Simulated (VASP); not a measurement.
# Mg2C3 (C2/m) in VASP: settings compared

Aim: see how the results for Mg2C3 move with the level of theory and the settings. Levels: PBEsol+D3(BJ), RPBE+D4, PBE+D4. Tasks: single point.

All numbers are computed with VASP 6.6.1; they aren't measurements. Logs are shortened: lines on timing, memory, paths and dates and some standing lists are left out, and cuts for length are marked.

### Step 1. The cell of the first run

It takes space group C2/m (No. 12, monoclinic). Conventional cell: a = 4.755 Å, b = 4.605 Å, c = 4.931 Å, α = 90.00°, β = 103.72°, γ = 90.00°. Within 3.5 Å of Mg (site symmetry m) lie 11 C at 2.22 to 3.42 Å and 9 Mg at 2.99 to 3.31 Å. Within 1.8 Å of C (site symmetry m) lie 1 C at 1.32 Å. C (site symmetry 2/m) has 2 C at 1.32 Å within 1.8 Å.

### Step 2. Single point, PBEsol+D3(BJ) (10.49 Å³/atom)

INCAR

```
PREC = Accurate
ENCUT = 520
EDIFF = 1E-6
ISMEAR = 0
SIGMA = 0.05
LREAL = False
LASPH = True
NELM = 60
ALGO = Normal
ISIF = 2
LWAVE = False
LCHARG = False
GGA = PS
IVDW = 12
NBANDS = 16
```

KPOINTS

```
Automatic mesh
0
Gamma
  8 8 6
```

POSCAR

```
Mg2C3
1.0
    2.3776456637     -2.3026019863      0.0095263356
    2.3776456637      2.3026019863      0.0095263356
   -1.1884054136      0.0000000000      4.7854413390
Mg C
2 3
Direct
    0.8089407681      0.8089407681      0.2006366294
    0.1910592319      0.1910592319      0.7993633706
    0.2990153263      0.2990153263      0.2623566424
    0.7009846737      0.7009846737      0.7376433576
    0.5000000000      0.5000000000      0.5000000000
```

Potentials or basis: VASP PAW PBE potentials, release 64 (Mg, C).

Run with:

```console
> cat potpaw_PBE.64/Mg/POTCAR potpaw_PBE.64/C/POTCAR > POTCAR
> mpirun -np 1 vasp_std > vasp.out
```

OUTCAR:

```text
PREC = Accurate
   ENCUT = 520
   EDIFF = 1E-6
   ISMEAR = 0
   LREAL = False
   LASPH = True
   NELM = 60
   ISIF = 2
   GGA = PS
   IVDW = 12
 IVDW          = 12

 ion  position               nearest neighbor table
   1  0.809  0.809  0.201-   4 2.22   3 2.28   5 2.32   3 2.32   3 2.32   3 2.51   5 2.77   5 2.77
                             4 2.81   2 2.99   2 3.00   2 3.00   2 3.08   2 3.13
   2  0.191  0.191  0.799-   3 2.22   4 2.28   5 2.32   4 2.32   4 2.32   4 2.51   5 2.77   5 2.77
                             3 2.81   1 2.99   1 3.00   1 3.00   1 3.08   1 3.13
   3  0.299  0.299  0.262-   5 1.32   2 2.22   1 2.28   1 2.32   1 2.32   1 2.51   2 2.81
   4  0.701  0.701  0.738-   5 1.32   1 2.22   2 2.28   2 2.32   2 2.32   2 2.51   1 2.81
   5  0.500  0.500  0.500-   3 1.32   4 1.32   1 2.32   2 2.32   2 2.77   2 2.77   1 2.77   1 2.77

  LATTYP: Found a base centered monoclinic cell.
 ALAT       =     4.7553294957
 B/A-ratio  =     0.9684300482
 C/A-ratio  =     1.0368990663
 COS(beta)  =    -0.2371264981

  Lattice vectors:

 A1 = (   2.3776456637,  -2.3026019863,   0.0095263356)
 A2 = (   2.3776456637,   2.3026019863,   0.0095263356)
 A3 = (  -1.1884054136,   0.0000000000,   4.7854413390)

Analysis of symmetry for initial positions (statically):
=====================================================================
 Subroutine PRICEL returns:
 Original cell was already a primitive cell.

 Routine SETGRP: Setting up the symmetry group for a
 base centered monoclinic supercell.

 Subroutine GETGRP returns: Found  4 space group operations
 (whereof  4 operations were pure point group operations)
 out of a pool of  4 trial point group operations.

The static configuration has the point symmetry C_2h.

Analysis of symmetry for dynamics (positions and initial velocities):
=====================================================================
 Subroutine PRICEL returns:
 Original cell was already a primitive cell.

 Routine SETGRP: Setting up the symmetry group for a
 base centered monoclinic supercell.

 Subroutine GETGRP returns: Found  4 space group operations
 (whereof  4 operations were pure point group operations)
 out of a pool of  4 trial point group operations.

The dynamic configuration has the point symmetry C_2h.

 Subroutine INISYM returns: Found  4 space group operations
 (whereof  4 operations are pure point group operations),
 and found     1 'primitive' translations

----------------------------------------------------------------------------------------

                                     Primitive cell

  volume of cell :      52.4505

  direct lattice vectors                    reciprocal lattice vectors
     2.377645664 -2.302601986  0.009526336     0.210083026 -0.217145648  0.052171532
     2.377645664  2.302601986  0.009526336     0.210083026  0.217145648  0.052171532
    -1.188405414  0.000000000  4.785441339    -0.000836421  0.000000000  0.208759427

  length of vectors
     3.309873949  3.309873949  4.930796714     0.306608837  0.306608837  0.208761103

  position of ions in fractional coordinates (direct lattice)
     0.808940768  0.808940768  0.200636629
     0.191059232  0.191059232  0.799363371
     0.299015326  0.299015326  0.262356642
     0.700984674  0.700984674  0.737643358
     0.500000000  0.500000000  0.500000000

  ion indices of the primitive-cell ions
   primitive index   ion index
                 1           1
                 2           2
                 3           3
                 4           4
                 5           5

----------------------------------------------------------------------------------------

 KPOINTS: Automatic mesh

Automatic generation of k-mesh.
 Grid dimensions read from file:
 generate k-points for:    8    8    6

 Generating k-lattice:

  Cartesian coordinates                     Fractional coordinates (reciprocal lattice)
     0.026260378 -0.027143206  0.006521441     0.125000000  0.000000000 -0.000000000
     0.026260378  0.027143206  0.006521441     0.000000000  0.125000000 -0.000000000
    -0.000139403  0.000000000  0.034793238     0.000000000  0.000000000  0.166666667

  Length of vectors
     0.038326105  0.038326105  0.034793517

  Shift w.r.t. Gamma in fractional coordinates (k-lattice)
     0.000000000  0.000000000  0.000000000

 Subroutine IBZKPT returns following result:
 ===========================================

 Found    114 irreducible k-points:

 Following reciprocal coordinates:
            Coordinates               Weight
  0.000000  0.000000  0.000000      1.000000
  0.125000  0.000000 -0.000000      4.000000
  0.250000  0.000000 -0.000000      4.000000
  0.375000  0.000000 -0.000000      4.000000
  0.500000  0.000000 -0.000000      2.000000
  0.125000  0.125000 -0.000000      2.000000
[... 16 lines left out ...]
  0.125000  0.000000  0.166667      4.000000
  0.250000  0.000000  0.166667      4.000000
 [... further k-points ...]
   k-points           NKPTS =    114   k-points in BZ     NKDIM =    114   number of bands    NBANDS=     16
   number of dos      NEDOS =    301   number of ions     NIONS =      5
   total plane-waves  NPLWV =  31360
   dimension x,y,z NGX =    28 NGY =   28 NGZ =   40
   dimension x,y,z NGXF=    56 NGYF=   56 NGZF=   80
   ions per type =               2   3
   NGX,Y,Z   is equivalent  to a cutoff of  14.06, 14.06, 13.49 a.u.
   NGXF,Y,Z  is equivalent  to a cutoff of  28.13, 28.13, 26.97 a.u.
 SYSTEM =  unknown system
   PREC   = accura    normal or accurate (medium, high low for compatibility)
   ISTART =      0    job   : 0-new  1-cont  2-samecut
   ICHARG =      2    charge: 1-file 2-atom 10-const
   ISPIN  =      1    spin polarized calculation?
   LNONCOLLINEAR =      F non collinear calculations
   LSORBIT =      F    spin-orbit coupling
   LASPH  =      T    aspherical Exc in radial PAW
   ENCUT  =  520.0 eV  38.22 Ry    6.18 a.u.   6.15  6.15  9.17*2*pi/ulx,y,z
   NELM   =     60;   NELMIN=  2; NELMDL= -5     # of ELM steps
   EDIFF  = 0.1E-05   stopping-criterion for ELM
   LREAL  =      F    real-space projection
   EDIFFG = 0.1E-04   stopping-criterion for IOM
   NSW    =      0    number of steps for IOM
   IBRION =     -1    ionic relax: 0-MD 1-quasi-New 2-CG
   NFREE  =      0    steps in history (QN), initial steepest desc. (CG)
   ISIF   =      2    stress and relaxation
   ISYM   =      2    0-nonsym 1-usesym 2-fastsym
   POTIM  = 0.5000    time-step for ionic-motion
   TEBEG  =    0.0;   TEEND  =   0.0 temperature during run
   PSTRESS=    0.0 pullay stress
   NELECT =      16.0000    total number of electrons
   NUPDOWN=      -1.0000    fix difference up-down
   EMIN   =  10.00;   EMAX   =-10.00  energy-range for DOS
   EFERMI =   0.00;   METHOD = LEGACY
   ISMEAR =     0;   SIGMA  =   0.05  broadening in eV -4-tet -1-fermi 0-gaus
   EFERMI_NEDOS =   21; number of points for ismear=-14 and -15
   IALGO  =     38    algorithm
   IMIX   =      4    mixing-type and parameters
     AMIX     =   0.40;   BMIX     =  1.00
     AMIX_MAG =   1.60;   BMIX_MAG =  1.00
  volume/ion in A,a.u.               =      10.49        70.79
  Fermi-wavevector in a.u.,A,eV,Ry     =   1.102042  2.082558 16.524232  1.214497
  Thomas-Fermi vector in A             =   2.238479
   LORBIT       =      0    0 simple, 1 ext, 2 COOP (PROOUT), +10 PAW based schemes
   GGA     = PS    functional components
   LHFCALC =     F    Hartree Fock is set to
   AEXX    =    0.0000 exact exchange contribution
   IVDW    =    12    specifies the selected vdW correction
   LEPSILON=     F    determine dielectric tensor
   LRPA    =     F    only Hartree local field effects (RPA)
 non-spin polarized calculation
 Gauss-broadening in eV      SIGMA  =   0.05
  energy-cutoff  :      520.00
  volume of cell :       52.45
 maximum number of plane-waves:      1434
 NGX is ok and might be reduce to    28
   NGX = 13   NGY = 13   NGZ = 19

 number of electron      15.9999999 magnetization

 Free energy of the ion-electron system (eV)
  ---------------------------------------------------
  ext. energy  EPLUGINS =         0.00000000
  ---------------------------------------------------
  free energy    TOTEN  =       -31.33066325 eV

  energy without entropy =      -31.33066325  energy(sigma->0) =      -31.33066325

 E-fermi :   5.0703     XC(G=0): -10.7254

 val. band max:        4.7984033845   @ k =   0.0000   0.0000   0.5000
 cond. band min:       6.5145005205   @ k =   0.5000   0.5000  -0.0000
 fundamental gap:      1.7160971360
 Fermi energy:         5.0703037291

 k-point     1 :       0.0000    0.0000    0.0000
  band No.  band energies     occupation
      1     -11.3458      2.00000
      2      -7.3049      2.00000
      3      -2.7228      2.00000
      4       0.6665      2.00000
      5       1.4501      2.00000
      6       1.8935      2.00000
[... 8 lines left out ...]
     15      14.3762      0.00000
     16      15.4509      0.00000

 k-point     2 :       0.1250    0.0000   -0.0000
  band No.  band energies     occupation
      1     -11.2544      2.00000
      2      -7.2909      2.00000
      3      -2.5941      2.00000
      4       0.2841      2.00000
      5       1.1588      2.00000
      6       1.7735      2.00000
[... 8 lines left out ...]
     15      14.0248      0.00000
     16      15.5075      0.00000

 k-point     3 :       0.2500    0.0000   -0.0000
  band No.  band energies     occupation
      1     -11.0141      2.00000
      2      -7.2739      2.00000
      3      -2.2954      2.00000
      4      -0.6290      2.00000
      5       0.9489      2.00000
      6       1.6291      2.00000
[... 8 lines left out ...]
     15      13.8944      0.00000
     16      15.5508      0.00000
[... 362 lines left out ...]
 k-point    23 :       0.1250    0.0000    0.1667
  band No.  band energies     occupation
      1     -11.2024      2.00000
      2      -7.4881      2.00000
      3      -2.1532      2.00000
      4       0.0403      2.00000
      5       1.0633      2.00000
      6       1.4667      2.00000
[... 8 lines left out ...]
     15      13.9961      0.00000
     16      15.9143      0.00000

 k-point    24 :       0.2500    0.0000    0.1667
  band No.  band energies     occupation
      1     -10.9614      2.00000
      2      -7.4534      2.00000
      3      -1.6559      2.00000
      4      -1.0569      2.00000
      5       0.6017      2.00000
      6       1.4053      2.00000
[... 8 lines left out ...]
     15      14.5640      0.00000
     16      15.3174      0.00000

 [... further k-points ...]

------------------------ aborting loop because EDIFF is reached ----------------------------------------

 Edisp (eV)   -1.03369

 E8    (eV) :    -0.6262

  FORCE on cell =-STRESS in cart. coord.  units (eV):
  Direction    XX          YY          ZZ          XY          YZ          ZX
  --------------------------------------------------------------------------------------
  -------------------------------------------------------------------------------------
  Total      -0.01584    -0.05292     0.08499     0.00000     0.00000     0.10099
  in kB      -0.48400    -1.61646     2.59617     0.00000     0.00000     3.08493
  external pressure =        0.17 kB  Pullay stress =        0.00 kB

 VOLUME and BASIS-vectors are now :
 -----------------------------------------------------------------------------
  energy-cutoff  :      520.00
  volume of cell :       52.45
      direct lattice vectors                 reciprocal lattice vectors
     2.377645664 -2.302601986  0.009526336     0.210083026 -0.217145648  0.052171532
     2.377645664  2.302601986  0.009526336     0.210083026  0.217145648  0.052171532
    -1.188405414  0.000000000  4.785441339    -0.000836421  0.000000000  0.208759427

 POSITION                                       TOTAL-FORCE (eV/Angst)
 -----------------------------------------------------------------------------------
      3.60831      0.00000      0.97555        -0.001389     -0.000000     -0.004713
     -0.04143      0.00000      3.82895         0.001389     -0.000000      0.004713
      1.11012      0.00000      1.26119        -0.036441     -0.000000     -0.057089
      2.45677      0.00000      3.54330         0.036441     -0.000000      0.057089
      1.78344      0.00000      2.40225         0.000000      0.000000      0.000000
 -----------------------------------------------------------------------------------
    total drift:                               -0.000000      0.000000      0.000000

  FREE ENERGIE OF THE ION-ELECTRON SYSTEM (eV)
  ---------------------------------------------------
  free  energy   TOTEN  =       -32.3643582263 eV

  energy  without entropy=      -32.3643582263  energy(sigma->0) =      -32.36435823
```

Run time: 2.5 min. Hardware: 1 thread of Intel Xeon 8259CL, shared host; peak memory 0.25 GiB.

Results:

```yaml
Free_energy: -32.3644 eV
Pressure: 0.0 GPa
Largest_force: 0.068 eV/Å
Band_gap_on_the_k_mesh: 1.72 eV (least direct gap 2.47 eV)
Dispersion_energy_per_atom: -0.207 eV
```

Forces on the atoms (eV/Å):
```
Mg  -0.001  0.000 -0.005
Mg   0.001  0.000  0.005
C   -0.036  0.000 -0.057
C    0.036  0.000  0.057
C    0.000  0.000  0.000
```

Caveat: the PAW data sets were made with another functional, which shifts forces and pressure a little. A k mesh can miss the band edges.

### Step 3. Single point, RPBE+D4 (10.58 Å³/atom)

This run uses another cell than the first one, of 10.58 Å³/atom.

INCAR

```
PREC     = Accurate       # precision mode
ENCUT    = 520            # plane-wave cutoff, eV
EDIFF    = 1E-6           # SCF threshold, eV
ISMEAR   = 0              # smearing method
SIGMA    = 0.05           # smearing width, eV
LREAL    = F              # projectors in reciprocal space
LASPH    = T              # aspherical terms in the spheres
NELM     = 100            # most SCF steps
ALGO     = Normal         # electronic algorithm
ISIF     = 2              # what is computed and relaxed
LWAVE    = F              # write WAVECAR
LCHARG   = F              # write CHGCAR
GGA      = RP             # functional
IVDW     = 13             # dispersion correction
NBANDS   = 16             # bands
```

KPOINTS

```
regular mesh
0
Gamma
  8 8 6
```

POSCAR

```
Mg2C3
1.0
    2.3853589899     -2.3081272110      0.0058148645
    2.3853589899      2.3081272110      0.0058148645
   -1.1999960588      0.0000000000      4.8019390982
Mg C
2 3
Direct
    0.8094955679      0.8094955679      0.2015123416
    0.1905044321      0.1905044321      0.7984876584
    0.2989499745      0.2989499745      0.2618220308
    0.7010500255      0.7010500255      0.7381779692
    0.5000000000      0.5000000000      0.5000000000
```

Potentials or basis: VASP PAW PBE potentials, release 64 (Mg, C).

Run with:

```console
> cat potpaw_PBE.64/Mg/POTCAR potpaw_PBE.64/C/POTCAR > POTCAR
> mpirun -np 1 vasp_std > vasp.out
```

OUTCAR:

```text
PREC = Accurate
   ENCUT = 520
   EDIFF = 1E-6
   ISMEAR = 0
   LREAL = F
   LASPH = T
   NELM = 100
   ISIF = 2
   GGA = RP
   IVDW = 13

 ion  position               nearest neighbor table
   1  0.809  0.809  0.202-   4 2.23   3 2.28   5 2.33   3 2.33   3 2.33   3 2.52   5 2.77   5 2.77
                             4 2.83   2 3.00   2 3.01   2 3.01   2 3.08   2 3.14
   2  0.191  0.191  0.798-   3 2.23   4 2.28   5 2.33   4 2.33   4 2.33   4 2.52   5 2.77   5 2.77
                             3 2.83   1 3.00   1 3.01   1 3.01   1 3.08   1 3.14
[... 670 lines left out ...]
  --------------------------------------------------------------------------------------
  -------------------------------------------------------------------------------------
  Total       0.63620     0.59812     0.72468     0.00000     0.00000     0.09541
  in kB      19.26542    18.11219    21.94498     0.00000     0.00000     2.88936
  external pressure =       19.77 kB  Pullay stress =        0.00 kB

 VOLUME and BASIS-vectors are now :
 -----------------------------------------------------------------------------
  energy-cutoff  :      520.00
  volume of cell :       52.91
      direct lattice vectors                 reciprocal lattice vectors
     2.385358990 -2.308127211  0.005814865     0.209484440 -0.216625842  0.052349790
     2.385358990  2.308127211  0.005814865     0.209484440  0.216625842  0.052349790
    -1.199996059  0.000000000  4.801939098    -0.000507347  0.000000000  0.208122420

 POSITION                                       TOTAL-FORCE (eV/Angst)
 -----------------------------------------------------------------------------------
      3.62006      0.00000      0.97706        -0.001466      0.000000     -0.008011
     -0.04934      0.00000      3.83650         0.001466      0.000000      0.008011
      1.11202      0.00000      1.26073        -0.037519      0.000000     -0.052580
      2.45870      0.00000      3.55284         0.037519      0.000000      0.052580
      1.78536      0.00000      2.40678        -0.000000      0.000000     -0.000000
 -----------------------------------------------------------------------------------
    total drift:                               -0.000000      0.000000      0.000000

  FREE ENERGIE OF THE ION-ELECTRON SYSTEM (eV)
  ---------------------------------------------------
  free  energy   TOTEN  =       -29.5855364734 eV

  energy  without entropy=      -29.5855364734  energy(sigma->0) =      -29.58553647
```

stdout:

```text
POSCAR found type information on POSCAR MgC
 POSCAR found :  2 types and       5 ions
 scaLAPACK will be used
 -----------------------------------------------------------------------------
|                                                                             |
|                                                                             |
|     You enforced a specific xc type in the INCAR file but a different       |
|     I HOPE YOU KNOW WHAT YOU ARE DOING!                                     |
|                                                                             |
 -----------------------------------------------------------------------------

 LDA part: xc-table for (Slater+PW92), standard interpolation
 POSCAR, INCAR and KPOINTS ok, starting setup
 FFT: planning ... GRIDC
 FFT: planning ... GRID_SOFT
 FFT: planning ... GRID
 WAVECAR not read
 entering main loop
```

Wall time 2.6 min (1 thread of Intel Xeon 8259CL, shared host); peak memory 0.24 GiB.

Results:

```yaml
Free_energy: -29.5855 eV
Pressure: 2.0 GPa
Largest_force: 0.065 eV/Å
Band_gap_on_the_k_mesh: 1.78 eV (least direct gap 2.49 eV)
Dispersion_energy_per_atom: -0.342 eV
```

Forces in eV/Å, atoms in the order of the input:
```
Mg  -0.001  0.000 -0.008
Mg   0.001  0.000  0.008
C   -0.038  0.000 -0.053
C    0.038  0.000  0.053
C    0.000  0.000  0.000
```

Stress tensor (GPa, compression positive):
```
1.93 0.00 0.29
0.00 1.81 0.00
0.29 0.00 2.19
```

Levels at points of the mesh, in eV from the valence-band top:
| k point | band 5 | band 6 | band 7 | band 8 | band 9 | band 10 | band 11 | band 12 |
| --- | --- | --- | --- | --- | --- | --- | --- | --- |
| (0.00, 0.00, 0.00) | -3.35 | -2.95 | -1.48 | -0.72 | 3.63 | 3.71 | 4.10 | 7.80 |
| (0.50, 0.00, 0.00) | -4.79 | -3.19 | -3.17 | -0.15 | 2.98 | 4.73 | 6.53 | 6.99 |
| (0.50, 0.50, 0.00) | -5.51 | -3.76 | -2.39 | -1.19 | 1.78 | 2.24 | 3.22 | 5.66 |
| (0.00, 0.00, 0.50) | -3.79 | -3.53 | -0.94 | 0.00 | 3.17 | 3.44 | 4.44 | 5.97 |
| (0.50, 0.00, 0.50) | -4.07 | -3.13 | -1.29 | -0.25 | 2.24 | 3.86 | 6.00 | 6.93 |
| (0.50, 0.50, 0.50) | -5.26 | -3.96 | -2.98 | -2.07 | 2.18 | 3.77 | 5.57 | 6.91 |

Caveat: the PAW data sets were made with another functional, which shifts forces and pressure a little.

(Part 1 of 2 ends here.)
